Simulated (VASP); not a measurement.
Here is a VASP 6.6.1 calculation.

Contents of INCAR:

```
PREC = Accurate
ENCUT = 520
EDIFF = 1E-6
ISMEAR = 0
SIGMA = 0.01
LREAL = False
LASPH = True
NELM = 100
ALGO = Normal
ISIF = 2
LWAVE = False
LCHARG = True
GGA = PE
LELF = True
LVHAR = True
NBANDS = 16
```

The input KPOINTS:

```
Automatic mesh
0
Gamma
  4 4 4
```

POSCAR

```
CdS
1.0
   -0.0855900000      2.8337100000      2.9526500000
    2.8421600000     -0.0357600000      2.9028100000
    2.8603000000      2.8020200000     -0.0539000000
Cd S
1 1
Direct
    0.0044100000      0.0085800000      0.9974700000
    0.2337611089      0.2594325997      0.2385250873
```

Potentials or basis: VASP PAW PBE potentials, release 64 (Cd, S).

The run is started by

```sh
$ cat potpaw_PBE.64/Cd/POTCAR potpaw_PBE.64/S/POTCAR > POTCAR
$ mpirun -np 1 vasp_std > vasp.out
```

Estimate the largest force.

1.115 eV/Å.

Estimate the band gap on the k mesh.

1.16 eV, direct.

Estimate the pressure.

6.1 GPa.

Forces on the atoms (eV/Å):
```
Cd  -0.403 -0.813 -0.647
S    0.403  0.813  0.647
```

Caveat: the k points lie up to 0.47 Å⁻¹ apart; forces of over 1 eV/Å act on the atoms, so gaps and moduli don't describe the material at rest. Expect the measured gap to be larger: semilocal functionals such as PBE lack the derivative discontinuity.
